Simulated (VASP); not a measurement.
Set up this calculation in VASP 6.6.1, as the native input.

```yaml
Task: electric field gradients
Functional: LDA
Potentials_or_basis: VASP PAW LDA potentials, release 64 (C)
Cutoff: 520 eV
k_mesh: 20 × 20 × 20
Occupations: fermi-dirac, width 0.08 eV
Spin: no spin polarisation
Dipole_correction: no
Further_INCAR_settings: ALGO = Normal; EDIFF = 1e-08; NBANDS = 11
```

The structure of C lies in POSCAR:

```
C
1.0
    0.0000000000      1.8369020000      1.7834000000
    1.8369020000      0.0000000000      1.7834000000
    1.8369020000      1.8369020000      0.0000000000
C
2
Direct
    0.5000000000      0.5000000000      0.5000000000
    0.7500000000      0.7500000000      0.7500000000
```

This cell differs from its parent crystal: equal xx and yy strain of +3 %.

The input as run:

INCAR

```
ALGO = Normal ; EDIFF = 1E-8
ENCUT = 520 ; ISIF = 2
ISMEAR = -1 ; LASPH = T
LCHARG = F ; LEFG = T
LREAL = F ; LWAVE = F
NBANDS = 11 ; NELM = 80
PREC = Accurate ; SIGMA = 0.08
```

KPOINTS

```
k-points
0
Gamma
  20 20 20
```

Potentials or basis: VASP PAW LDA potentials, release 64 (C).

Run with:

```console
$ cat potpaw_LDA.64/C/POTCAR > POTCAR
$ mpirun -np 1 vasp_std > vasp.out
```

It gave:

The pressure is -34.0 GPa. The band gap on the k mesh is 3.24 eV (least direct gap 4.88 eV) and the largest electric field gradient by atom is C -1.0 V/Å².

Caveat: the cell differs from its parent crystal (equal xx and yy strain of +3 %); the cell stands under tension; without QUAD_EFG the Cq values of the log hold for a quadrupole moment of 1 mb, not for the nuclei.

Run time: 78 s on 1 thread of Intel Xeon 8259CL (shared host), peak memory 0.17 GiB.
